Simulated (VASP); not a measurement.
# TiAl (P4/mmm) in VASP: single point with HSE06

Aim: the single point of TiAl with HSE06.

Program: VASP 6.6.1. These are calculated values, not measurements. Logs are shortened: lines on timing, memory, paths and dates and some standing lists are left out, and cuts for length are marked.

### 1 The cell of the first run

Symmetry: P4/mmm, No. 123, tetragonal system. The conventional cell has a = 2.794 Å, b = 2.794 Å, c = 4.040 Å, α = 90.00°, β = 90.00°, γ = 90.00°. Ti (site symmetry 4/mmm) has 4 Ti at 2.79 Å and 8 Al at 2.83 Å within 3.7 Å. Al (site symmetry 4/mmm) has 4 Al at 2.79 Å and 8 Ti at 2.83 Å within 3.7 Å.

### 2 Single point, HSE06

POSCAR reads:

```
TiAl
1.0
    2.7940484199      0.0000000000      0.0000000000
    0.0000000000      2.7940484199      0.0000000000
    0.0000000000      0.0000000000      4.0403994150
Ti Al
1 1
Direct
    0.5000000000      0.5000000000      0.5000000000
    0.0000000000      0.0000000000      0.0000000000
```

INCAR.step1 reads:

```
ALGO     = Normal         # electronic algorithm
EDIFF    = 1E-5           # SCF threshold, eV
ENCUT    = 520            # plane-wave cutoff, eV
GGA      = PE             # functional
ISIF     = 2              # what is computed and relaxed
ISMEAR   = 0              # smearing method
LASPH    = True           # aspherical terms in the spheres
LCHARG   = False          # write CHGCAR
LREAL    = False          # projectors in reciprocal space
LWAVE    = True           # write WAVECAR
NBANDS   = 14             # bands
NELM     = 60             # most SCF steps
PREC     = Accurate       # precision mode
SIGMA    = 0.1            # smearing width, eV
```

INCAR.step2 reads:

```
ALGO     = Normal         # electronic algorithm
EDIFF    = 1E-6           # SCF threshold, eV
ENCUT    = 520            # plane-wave cutoff, eV
GGA      = PE             # functional
HFSCREEN = 0.2079         # screening, 1/A
ISIF     = 2              # what is computed and relaxed
ISMEAR   = 0              # smearing method
ISTART   = 1            
LASPH    = True           # aspherical terms in the spheres
LCHARG   = False          # write CHGCAR
LHFCALC  = True           # exact exchange
LREAL    = False          # projectors in reciprocal space
LWAVE    = False          # write WAVECAR
NBANDS   = 14             # bands
NELM     = 60             # most SCF steps
PREC     = Accurate       # precision mode
PRECFOCK = Normal       
SIGMA    = 0.1            # smearing width, eV
```

KPOINTS reads:

```
k-points
0
Gamma
  6 6 4
```

Potentials or basis: VASP PAW PBE potentials, release 64 (Ti_sv, Al).

Run with:

```bash
cat potpaw_PBE.64/Ti_sv/POTCAR potpaw_PBE.64/Al/POTCAR > POTCAR
cp INCAR.step1 INCAR
mpirun -np 1 vasp_std > vasp.out
cp INCAR.step2 INCAR
mpirun -np 1 vasp_std > vasp.out
```

OUTCAR:

```text
EDIFF = 1E-6
   ENCUT = 520
   GGA = PE
   HFSCREEN = 0.2079
   ISIF = 2
   ISMEAR = 0
   ISTART = 1
   LASPH = True
   LHFCALC = True
   LREAL = False
   NELM = 60
   PREC = Accurate
   PRECFOCK = Normal

 ion  position               nearest neighbor table
   1  0.500  0.500  0.500-   2 2.83   2 2.83   2 2.83   2 2.83   2 2.83   2 2.83   2 2.83   2 2.83

   2  0.000  0.000  0.000-   1 2.83   1 2.83   1 2.83   1 2.83   1 2.83   1 2.83   1 2.83   1 2.83

  LATTYP: Found a simple tetragonal cell.
 ALAT       =     2.7940484199
 C/A-ratio  =     1.4460735133

  Lattice vectors:

 A1 = (   2.7940484199,   0.0000000000,   0.0000000000)
 A2 = (   0.0000000000,   2.7940484199,   0.0000000000)
 A3 = (   0.0000000000,   0.0000000000,   4.0403994150)

Analysis of symmetry for initial positions (statically):
=====================================================================
 Subroutine PRICEL returns:
 Original cell was already a primitive cell.

 Routine SETGRP: Setting up the symmetry group for a
 simple tetragonal supercell.

 Subroutine GETGRP returns: Found 16 space group operations
 (whereof 16 operations were pure point group operations)
 out of a pool of 16 trial point group operations.

The static configuration has the point symmetry D_4h.

Analysis of symmetry for dynamics (positions and initial velocities):
=====================================================================
 Subroutine PRICEL returns:
 Original cell was already a primitive cell.

 Routine SETGRP: Setting up the symmetry group for a
 simple tetragonal supercell.

 Subroutine GETGRP returns: Found 16 space group operations
 (whereof 16 operations were pure point group operations)
 out of a pool of 16 trial point group operations.

The dynamic configuration has the point symmetry D_4h.

 Subroutine INISYM returns: Found 16 space group operations
 (whereof 16 operations are pure point group operations),
 and found     1 'primitive' translations

----------------------------------------------------------------------------------------

                                     Primitive cell

  volume of cell :      31.5422

  direct lattice vectors                    reciprocal lattice vectors
     2.794048420  0.000000000  0.000000000     0.357903604  0.000000000  0.000000000
     0.000000000  2.794048420  0.000000000     0.000000000  0.357903604  0.000000000
     0.000000000  0.000000000  4.040399415     0.000000000  0.000000000  0.247500283

  length of vectors
     2.794048420  2.794048420  4.040399415     0.357903604  0.357903604  0.247500283

  position of ions in fractional coordinates (direct lattice)
     0.500000000  0.500000000  0.500000000
     0.000000000  0.000000000  0.000000000

  ion indices of the primitive-cell ions
   primitive index   ion index
                 1           1
                 2           2

----------------------------------------------------------------------------------------

 KPOINTS: k-points

Automatic generation of k-mesh.
 Grid dimensions read from file:
 generate k-points for:    6    6    4

 Generating k-lattice:

  Cartesian coordinates                     Fractional coordinates (reciprocal lattice)
     0.059650601  0.000000000  0.000000000     0.166666667  0.000000000  0.000000000
     0.000000000  0.059650601  0.000000000     0.000000000  0.166666667  0.000000000
     0.000000000  0.000000000  0.061875071     0.000000000  0.000000000  0.250000000

  Length of vectors
     0.059650601  0.059650601  0.061875071

  Shift w.r.t. Gamma in fractional coordinates (k-lattice)
     0.000000000  0.000000000  0.000000000

 Subroutine IBZKPT returns following result:
 ===========================================

 Found     30 irreducible k-points:

 Following reciprocal coordinates:
            Coordinates               Weight
  0.000000  0.000000  0.000000      1.000000
  0.166667  0.000000  0.000000      4.000000
  0.333333  0.000000  0.000000      4.000000
  0.500000  0.000000  0.000000      2.000000
  0.166667  0.166667  0.000000      4.000000
  0.333333  0.166667  0.000000      8.000000
[... 16 lines left out ...]
  0.333333  0.000000  0.500000      4.000000
  0.500000  0.000000  0.500000      2.000000
 [... further k-points ...]
   k-points           NKPTS =     30   k-points in BZ     NKDIM =    144   number of bands    NBANDS=     14
   number of dos      NEDOS =    301   number of ions     NIONS =      2
   total plane-waves  NPLWV =  17280
   dimension x,y,z NGX =    24 NGY =   24 NGZ =   30
   dimension x,y,z NGXF=    48 NGYF=   48 NGZF=   60
   ions per type =               1   1
   NGX,Y,Z   is equivalent  to a cutoff of  14.28, 14.28, 12.34 a.u.
   NGXF,Y,Z  is equivalent  to a cutoff of  28.56, 28.56, 24.69 a.u.
 SYSTEM =  unknown system
   PREC   = accura    normal or accurate (medium, high low for compatibility)
   ISTART =      1    job   : 0-new  1-cont  2-samecut
   ICHARG =      0    charge: 1-file 2-atom 10-const
   ISPIN  =      1    spin polarized calculation?
   LNONCOLLINEAR =      F non collinear calculations
   LSORBIT =      F    spin-orbit coupling
   LASPH  =      T    aspherical Exc in radial PAW
   ENCUT  =  520.0 eV  38.22 Ry    6.18 a.u.   5.20  5.20  7.51*2*pi/ulx,y,z
   NELM   =     60;   NELMIN=  2; NELMDL=  0     # of ELM steps
   EDIFF  = 0.1E-05   stopping-criterion for ELM
   LREAL  =      F    real-space projection
   EDIFFG = 0.1E-04   stopping-criterion for IOM
   NSW    =      0    number of steps for IOM
   IBRION =     -1    ionic relax: 0-MD 1-quasi-New 2-CG
   NFREE  =      0    steps in history (QN), initial steepest desc. (CG)
   ISIF   =      2    stress and relaxation
   ISYM   =      3    0-nonsym 1-usesym 2-fastsym
   POTIM  = 0.5000    time-step for ionic-motion
   TEBEG  =    0.0;   TEEND  =   0.0 temperature during run
   PSTRESS=    0.0 pullay stress
   NELECT =      15.0000    total number of electrons
   NUPDOWN=      -1.0000    fix difference up-down
   EMIN   =  10.00;   EMAX   =-10.00  energy-range for DOS
   EFERMI =   0.00;   METHOD = LEGACY
   ISMEAR =     0;   SIGMA  =   0.10  broadening in eV -4-tet -1-fermi 0-gaus
   EFERMI_NEDOS =   21; number of points for ismear=-14 and -15
   IALGO  =     38    algorithm
   IMIX   =      1    mixing-type and parameters
     AMIX     =   0.40;   BMIX     =  1.00
     AMIX_MAG =   1.60;   BMIX_MAG =  1.00
  volume/ion in A,a.u.               =      15.77       106.43
  Fermi-wavevector in a.u.,A,eV,Ry     =   1.277834  2.414757 22.216415  1.632860
  Thomas-Fermi vector in A             =   2.410411
   LORBIT       =      0    0 simple, 1 ext, 2 COOP (PROOUT), +10 PAW based schemes
   GGA     = PE    functional components
   LHFCALC =     T    Hartree Fock is set to
   PRECFOCK=normal    Normal, Fast or Accurate (Low or Medium for compatibility)
   ENCUT4O =  -1.0   cutoff for four orbital integrals eV
   NKREDX  =     1    reduce k-point grid by
   NKREDY  =     1    reduce k-point grid by
   NKREDZ  =     1    reduce k-point grid by
   AEXX    =    0.2500 exact exchange contribution
   HFSCREEN=    0.2079 screening length (either q_TF or 0.3 A-1)
   HFSCREENC=   0.2079 screening length for correlation (either q_TF or 0.3 A-1)
   ENCUTFOCK=  -1.0 apply spherical cutoff to Coloumb kernel
   IVDW    =     0    specifies the selected vdW correction
   LEPSILON=     F    determine dielectric tensor
   LRPA    =     F    only Hartree local field effects (RPA)
 non-spin polarized calculation
 Gauss-broadening in eV      SIGMA  =   0.10
  energy-cutoff  :      520.00
  volume of cell :       31.54
 maximum number of plane-waves:       888
 NGX is ok and might be reduce to    24
  NGX = 16; NGY = 16; NGZ = 24

 number of electron      14.9999997 magnetization

 Free energy of the ion-electron system (eV)
  ---------------------------------------------------
  ext. energy  EPLUGINS =         0.00000000
  ---------------------------------------------------
  free energy    TOTEN  =       -14.47114094 eV

  energy without entropy =      -14.46143649  energy(sigma->0) =      -14.46628872

 E-fermi :   8.6823     XC(G=0):  -9.1747

 val. band max:        8.6748053863   @ k =   0.3333   0.1667   0.5000
 cond. band min:       8.7221171823   @ k =   0.5000   0.1667   0.2500
 fundamental gap:      0.0473117960
 Fermi energy:         8.6823318914

 k-point     1 :       0.0000    0.0000    0.0000
  band No.  band energies     occupation
      1     -52.8930      2.00000
      2     -27.7312      2.00000
      3     -27.1142      2.00000
      4     -27.1142      2.00000
      5      -1.9717      2.00000
      6       6.4146      2.00000
      7       7.0706      2.00000
      8       7.9345      2.00000
      9      11.5497      0.00000
     10      11.5497      0.00000
     11      13.1631      0.00000
     12      15.9053      0.00000
     13      18.0361      0.00000
     14      18.0361      0.00000

 k-point     2 :       0.1667    0.0000    0.0000
  band No.  band energies     occupation
      1     -52.8754      2.00000
      2     -27.7114      2.00000
      3     -27.2656      2.00000
      4     -27.1020      2.00000
      5      -1.3456      2.00000
      6       6.8828      2.00000
      7       7.2957      2.00000
      8       7.5392      2.00000
      9      11.6563      0.00000
     10      12.0092      0.00000
     11      12.5793      0.00000
     12      14.1920      0.00000
     13      15.8921      0.00000
     14      18.7882      0.00000

 k-point     3 :       0.3333    0.0000    0.0000
  band No.  band energies     occupation
      1     -52.8399      2.00000
      2     -27.6707      2.00000
      3     -27.5602      2.00000
      4     -27.0774      2.00000
      5       0.4487      2.00000
      6       6.2624      2.00000
      7       6.8121      2.00000
      8       7.7688      2.00000
      9      11.6554      0.00000
     10      11.8779      0.00000
     11      12.6254      0.00000
     12      13.2190      0.00000
     13      15.5008      0.00000
     14      19.6978      0.00000
[... 324 lines left out ...]
 k-point    23 :       0.3333    0.0000    0.5000
  band No.  band energies     occupation
      1     -52.8388      2.00000
      2     -27.6961      2.00000
      3     -27.5588      2.00000
      4     -27.0771      2.00000
      5       1.5021      2.00000
      6       4.7315      2.00000
      7       6.9739      2.00000
      8       8.0636      2.00000
      9      10.5137      0.00000
     10      11.5728      0.00000
     11      11.7241      0.00000
     12      14.0586      0.00000
     13      16.1284      0.00000
     14      20.8186      0.00000

 k-point    24 :       0.5000    0.0000    0.5000
  band No.  band energies     occupation
      1     -52.8209      2.00000
      2     -27.7017      2.00000
      3     -27.6751      2.00000
      4     -27.0645      2.00000
      5       2.8304      2.00000
      6       5.0342      2.00000
      7       6.9409      2.00000
      8       6.9562      2.00000
      9      10.6329      0.00000
     10      11.3300      0.00000
     11      11.7291      0.00000
     12      13.3330      0.00000
     13      15.1725      0.00000
     14      22.3575      0.00000

 [... further k-points ...]
[... 5 lines left out ...]
  --------------------------------------------------------------------------------------
  -------------------------------------------------------------------------------------
  Total        0.5539200      0.5539200      0.0394575      0.0000000      0.0000000     -0.0000000
  in kB       28.1362034     28.1362034      2.0042322      0.0000000      0.0000000     -0.0000000
  external PRESSURE =      19.4255463 kB  Pullay stress =       0.0000000 kB

 VOLUME and BASIS-vectors are now :
 -----------------------------------------------------------------------------
  energy-cutoff  :      520.00
  volume of cell :       31.54
      direct lattice vectors                 reciprocal lattice vectors
     2.794048420  0.000000000  0.000000000     0.357903604  0.000000000  0.000000000
     0.000000000  2.794048420  0.000000000     0.000000000  0.357903604  0.000000000
     0.000000000  0.000000000  4.040399415     0.000000000  0.000000000  0.247500283

 POSITION                                       TOTAL-FORCE (eV/Angst)
 -----------------------------------------------------------------------------------
      1.39702      1.39702      2.02020         0.000000      0.000000      0.000000
      0.00000      0.00000      0.00000         0.000000      0.000000      0.000000
 -----------------------------------------------------------------------------------
    total drift:                               -0.000000     -0.000000     -0.000000

  FREE ENERGIE OF THE ION-ELECTRON SYSTEM (eV)
  ---------------------------------------------------
  free  energy   TOTEN  =       -14.4711409428 eV

  energy  without entropy=      -14.4614364915  energy(sigma->0) =      -14.46628872
```

Wall time 17 min (1 thread of Intel Xeon Platinum 8375C at 2.90GHz (Ice Lake), shared host); peak memory 0.26 GiB.

What came out:

- Free energy: -14.4711 eV
- Pressure: 1.9 GPa
- Band gap on the k mesh: zero (an odd number of electrons rules out a gap without spin polarisation)

Levels at points of the mesh, in eV from the Fermi level:
```tsv
k point	band 6	band 7	band 8	band 9	band 10	band 11
(0.00, 0.00, 0.00)	-2.27	-1.61	-0.75	2.87	2.87	4.48
(0.50, 0.00, 0.00)	-5.46	-2.21	-0.44	2.58	3.31	5.19
(0.50, 0.50, 0.00)	-0.74	-0.74	-0.36	-0.21	-0.21	4.85
(0.00, 0.00, 0.50)	-6.47	-1.40	1.12	2.46	2.46	4.50
(0.50, 0.00, 0.50)	-3.65	-1.74	-1.73	1.95	2.65	3.05
(0.50, 0.50, 0.50)	-2.82	-2.82	2.24	2.87	2.95	4.60
```

Caveat: the k points lie up to 0.39 Å⁻¹ apart, too coarse for converged energies and pressures of a metal; the PAW data sets were made with another functional, which shifts forces and pressure a little.
